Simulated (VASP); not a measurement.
# Mg2GeN3 (P-3m1) in VASP: further runs

Mg2GeN3 is run at these levels: PBE; tasks: single point.

Everything below comes from runs of VASP 6.6.1. Logs are shortened: lines on timing, memory, paths and dates and some standing lists are left out, and cuts for length are marked.

## 1. The cell of the first run

It takes space group P-3m1 (No. 164, trigonal). The conventional cell has a = 2.913 Å, b = 2.913 Å, c = 7.473 Å, α = 90.00°, β = 90.00°, γ = 120.00°. Mg (site symmetry 3m) has 6 N at 2.10 to 2.17 Å within 2.8 Å. Ge (site symmetry -3m) has 6 N at 2.01 Å within 2.7 Å. N (site symmetry 3m) has 3 Ge at 2.01 Å and 3 Mg at 2.17 Å within 2.7 Å. Within 2.8 Å of N (site symmetry -3m) lie 6 Mg at 2.10 Å.

## 2. Single point, PBE (volume scaled by 0.91, then relaxed in part)

Input file INCAR:

```
PREC     = Accurate       # precision mode
ENCUT    = 520            # plane-wave cutoff, eV
EDIFF    = 1E-7           # SCF threshold, eV
ISMEAR   = 0              # smearing method
SIGMA    = 0.1            # smearing width, eV
LREAL    = F              # projectors in reciprocal space
LASPH    = T              # aspherical terms in the spheres
NELM     = 80             # most SCF steps
ALGO     = Normal         # electronic algorithm
ISIF     = 2              # what is computed and relaxed
LWAVE    = F              # write WAVECAR
LCHARG   = T              # write CHGCAR
GGA      = PE             # functional
LELF     = T              # ELF
LVHAR    = T            
NBANDS   = 26             # bands
```

Input file KPOINTS:

```
regular mesh
0
Gamma
  12 12 4
```

Input file POSCAR:

```
Mg2GeN3
1.0
    2.9134738669      0.0000000000      0.0000000000
   -1.4567369335      2.5231423820      0.0000000000
    0.0000000000      0.0000000000      7.4729437229
Mg Ge N
2 1 3
Direct
    0.3333333333      0.6666666667      0.6686749529
    0.6666666667      0.3333333333      0.3313250471
    0.0000000000      0.0000000000      0.0000000000
    0.3333333333      0.6666666667      0.1469202168
    0.6666666667      0.3333333333      0.8530797832
    0.0000000000      0.0000000000      0.5000000000
```

Potentials or basis: VASP PAW PBE potentials, release 64 (Mg, Ge_d, N).

Launch:

```bash
cat potpaw_PBE.64/Mg/POTCAR potpaw_PBE.64/Ge_d/POTCAR potpaw_PBE.64/N/POTCAR > POTCAR
mpirun -np 1 vasp_std > vasp.out
```

OUTCAR:

```text
PREC = Accurate
   ENCUT = 520
   EDIFF = 1E-7
   ISMEAR = 0
   LREAL = F
   LASPH = T
   NELM = 80
   ISIF = 2
   GGA = PE

 ion  position               nearest neighbor table
   1  0.333  0.667  0.669-   6 2.10   6 2.10   6 2.10   5 2.17   5 2.17   5 2.17   3 2.99   3 2.99
                             3 2.99   2 3.03   2 3.03   2 3.03
   2  0.667  0.333  0.331-   6 2.10   6 2.10   6 2.10   4 2.17   4 2.17   4 2.17   3 2.99   3 2.99
                             3 2.99   1 3.03   1 3.03   1 3.03
   3  0.000  0.000  0.000-   4 2.01   5 2.01   5 2.01   4 2.01   5 2.01   4 2.01   1 2.99   2 2.99
                             1 2.99   2 2.99   2 2.99   1 2.99
   4  0.333  0.667  0.147-   3 2.01   3 2.01   3 2.01   2 2.17   2 2.17   2 2.17
   5  0.667  0.333  0.853-   3 2.01   3 2.01   3 2.01   1 2.17   1 2.17   1 2.17
   6  0.000  0.000  0.500-   1 2.10   2 2.10   2 2.10   1 2.10   2 2.10   1 2.10

  LATTYP: Found a hexagonal cell.
 ALAT       =     2.9134738669
 C/A-ratio  =     2.5649599290

  Lattice vectors:

 A1 = (   2.9134738669,   0.0000000000,   0.0000000000)
 A2 = (  -1.4567369335,   2.5231423820,   0.0000000000)
 A3 = (   0.0000000000,   0.0000000000,   7.4729437229)

Analysis of symmetry for initial positions (statically):
=====================================================================
 Subroutine PRICEL returns:
 Original cell was already a primitive cell.

 Routine SETGRP: Setting up the symmetry group for a
 hexagonal supercell.

 Subroutine GETGRP returns: Found 12 space group operations
 (whereof 12 operations were pure point group operations)
 out of a pool of 24 trial point group operations.

The static configuration has the point symmetry D_3d.

Analysis of symmetry for dynamics (positions and initial velocities):
=====================================================================
 Subroutine PRICEL returns:
 Original cell was already a primitive cell.

 Routine SETGRP: Setting up the symmetry group for a
 hexagonal supercell.

 Subroutine GETGRP returns: Found 12 space group operations
 (whereof 12 operations were pure point group operations)
 out of a pool of 24 trial point group operations.

The dynamic configuration has the point symmetry D_3d.

 Subroutine INISYM returns: Found 12 space group operations
 (whereof 12 operations are pure point group operations),
 and found     1 'primitive' translations

----------------------------------------------------------------------------------------

[... 104 lines left out ...]
   IBRION =     -1    ionic relax: 0-MD 1-quasi-New 2-CG
   NFREE  =      0    steps in history (QN), initial steepest desc. (CG)
   ISIF   =      2    stress and relaxation
   ISYM   =      2    0-nonsym 1-usesym 2-fastsym
   POTIM  = 0.5000    time-step for ionic-motion
   TEBEG  =    0.0;   TEEND  =   0.0 temperature during run
   PSTRESS=    0.0 pullay stress
   NELECT =      33.0000    total number of electrons
   NUPDOWN=      -1.0000    fix difference up-down
   EMIN   =  10.00;   EMAX   =-10.00  energy-range for DOS
   EFERMI =   0.00;   METHOD = LEGACY
   ISMEAR =     0;   SIGMA  =   0.10  broadening in eV -4-tet -1-fermi 0-gaus
   EFERMI_NEDOS =   21; number of points for ismear=-14 and -15
   IALGO  =     38    algorithm
   IMIX   =      4    mixing-type and parameters
     AMIX     =   0.40;   BMIX     =  1.00
     AMIX_MAG =   1.60;   BMIX_MAG =  1.00
  volume/ion in A,a.u.               =       9.16        61.79
  Fermi-wavevector in a.u.,A,eV,Ry     =   1.381332  2.610338 25.960963  1.908077
  Thomas-Fermi vector in A             =   2.506126
   LORBIT       =      0    0 simple, 1 ext, 2 COOP (PROOUT), +10 PAW based schemes
   GGA     = PE    functional components
   LHFCALC =     F    Hartree Fock is set to
   AEXX    =    0.0000 exact exchange contribution
   IVDW    =     0    specifies the selected vdW correction
   LEPSILON=     F    determine dielectric tensor
   LRPA    =     F    only Hartree local field effects (RPA)
 non-spin polarized calculation
 Gauss-broadening in eV      SIGMA  =   0.10
  energy-cutoff  :      520.00
  volume of cell :       54.93
 maximum number of plane-waves:      1522
 NGX is ok and might be reduce to    24
   NGX = 11   NGY = 11   NGZ = 27

 number of electron      32.9999987 magnetization

 Free energy of the ion-electron system (eV)
  ---------------------------------------------------
  ext. energy  EPLUGINS =         0.00000000
  ---------------------------------------------------
  free energy    TOTEN  =       -33.81584253 eV

  energy without entropy =      -33.79976760  energy(sigma->0) =      -33.80780507

 E-fermi :   6.1947     XC(G=0): -12.0344

 val. band max:        6.1919622807   @ k =   0.0833   0.0833   0.5000
 cond. band min:       6.1976980803   @ k =   0.0833   0.0833   0.2500
 fundamental gap:      0.0057357995
 Fermi energy:         6.1947045780

 k-point     1 :       0.0000    0.0000    0.0000
  band No.  band energies     occupation
      1     -17.6776      2.00000
      2     -17.6776      2.00000
      3     -17.6651      2.00000
      4     -17.5807      2.00000
      5     -17.5807      2.00000
      6     -11.4829      2.00000
[... 685 lines left out ...]
     25      18.0076      0.00000
     26      19.2300      0.00000

 [... further k-points ...]

------------------------ aborting loop because EDIFF is reached ----------------------------------------

  FORCE on cell =-STRESS in cart. coord.  units (eV):
  Direction    XX          YY          ZZ          XY          YZ          ZX
  --------------------------------------------------------------------------------------
  -------------------------------------------------------------------------------------
  Total        6.2293153      6.2293153      6.1994735     -0.0000000     -0.0000000      0.0000000
  in kB      181.6796557    181.6796557    180.8093127     -0.0000000     -0.0000000      0.0000000
  external PRESSURE =     181.3895414 kB  Pullay stress =       0.0000000 kB

 VOLUME and BASIS-vectors are now :
 -----------------------------------------------------------------------------
  energy-cutoff  :      520.00
  volume of cell :       54.93
      direct lattice vectors                 reciprocal lattice vectors
     2.913473867  0.000000000  0.000000000     0.343232871  0.198165590  0.000000000
    -1.456736933  2.523142382  0.000000000     0.000000000  0.396331181  0.000000000
     0.000000000  0.000000000  7.472943723     0.000000000  0.000000000  0.133816075

 POSITION                                       TOTAL-FORCE (eV/Angst)
 -----------------------------------------------------------------------------------
     -0.00000      1.68209      4.99697         0.000000     -0.000000      0.009626
      1.45674      0.84105      2.47597        -0.000000      0.000000     -0.009626
      0.00000      0.00000      0.00000        -0.000000      0.000000      0.000000
     -0.00000      1.68209      1.09793         0.000000      0.000000      0.031614
      1.45674      0.84105      6.37502        -0.000000     -0.000000     -0.031614
      0.00000      0.00000      3.73647        -0.000000      0.000000      0.000000
 -----------------------------------------------------------------------------------
    total drift:                                0.000000      0.000000     -0.000000

  FREE ENERGIE OF THE ION-ELECTRON SYSTEM (eV)
  ---------------------------------------------------
  free  energy   TOTEN  =       -33.8158425286 eV

  energy  without entropy=      -33.7997676026  energy(sigma->0) =      -33.80780507
```

OSZICAR:

```text
N       E                     dE             d eps       ncg     rms          rms(c)
DAV:   1     0.250684244227E+03    0.25068E+03   -0.15151E+04  4642   0.250E+03
[... 11 lines left out ...]
DAV:  13    -0.338163678995E+02    0.71925E-04   -0.25502E-03  4944   0.389E-01    0.199E-01
DAV:  14    -0.338159053590E+02    0.46254E-03   -0.60319E-04  4262   0.161E-01    0.813E-02
DAV:  15    -0.338158678699E+02    0.37489E-04   -0.16042E-04  4226   0.626E-02    0.469E-02
DAV:  16    -0.338158420136E+02    0.25856E-04   -0.48300E-05  5178   0.427E-02    0.806E-03
DAV:  17    -0.338158428767E+02   -0.86311E-06   -0.79769E-06  3914   0.199E-02    0.735E-03
DAV:  18    -0.338158426126E+02    0.26406E-06   -0.36741E-07  4494   0.625E-03    0.359E-03
DAV:  19    -0.338158425286E+02    0.84058E-07   -0.44210E-07  4374   0.379E-03
   1 F= -.33815843E+02 E0= -.33807805E+02  d E =-.160749E-01
```

It took 2.2 min on 1 thread of Intel Xeon 6975P-C (Granite Rapids), shared host; peak memory 0.24 GiB.

What came out:

```
Free energy   : -33.8158 eV
Pressure      : 18.1 GPa
Largest force : 0.032 eV/Å
```

Forces in eV/Å, atoms in the order of the input:
```
Mg   0.000  0.000  0.010
Mg   0.000  0.000 -0.010
Ge   0.000  0.000  0.000
N    0.000  0.000  0.032
N    0.000  0.000 -0.032
N    0.000  0.000  0.000
```

Stress tensor (GPa, compression positive):
```
18.17  0.00  0.00
 0.00 18.17  0.00
 0.00  0.00 18.08
```

Levels at points of the mesh, in eV from the Fermi level:
```csv
k point,band 14,band 15,band 16,band 17,band 18,band 19,band 20,band 21
"(0.00, 0.00, 0.00)",-0.24,0.17,0.86,0.86,4.29,5.80,8.28,9.57
"(0.50, 0.00, 0.00)",-1.42,-1.42,-0.49,-0.18,3.39,7.07,7.20,8.83
"(0.00, 0.00, 0.50)",-0.27,-0.27,0.86,0.86,4.97,5.77,8.03,9.57
"(0.50, 0.00, 0.50)",-2.23,-0.60,-0.38,-0.07,3.65,6.38,8.34,8.83
```

(Continued in part 2 of 2.)
